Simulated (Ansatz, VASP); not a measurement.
# Two plane-wave programs on AlCu3

```
Al Cu
1.0
     3.63738    0.00000    0.00000
     0.00000    3.63738    0.00000
     0.00000    0.00000    3.63738
Al Cu
1 3
Direct
  0.00000 0.00000 0.00000
  0.50000 0.50000 0.00000
  0.50000 0.00000 0.50000
  0.00000 0.50000 0.50000
```

Alike in both runs: task relaxation of cell and atoms; functional PBEsol; k mesh 12 × 12 × 12; occupations gaussian, width 0.1 eV; no spin polarisation.

|  | VASP | Ansatz |
| --- | --- | --- |
| version | VASP 6.6.1 | Ansatz 0.2.0 |
| potentials or method | VASP PAW PBE potentials, release 64 (Al, Cu), cutoff 600 eV | scalar-relativistic, plane waves, PAW |
| valence electrons in the cell | 36 | 60 |

```csv
,VASP,Ansatz,Ansatz less VASP
"gap on the k mesh at the Fermi level, each at its own relaxed structure (eV)",none,none,-
relaxed volume (Å³/atom),12.02,11.98,-0.045
relaxed length of the cell vector where the two differ most in proportion (Å),3.636,3.632,-0.0045
```

VASP's potentials were made for PBE, not for PBEsol. A gap of «none» marks a metal or a gap that the smearing closes. VASP's potentials hold 36 valence electrons a cell and Ansatz's 60, so a difference there can come from the potentials and not from the codes.
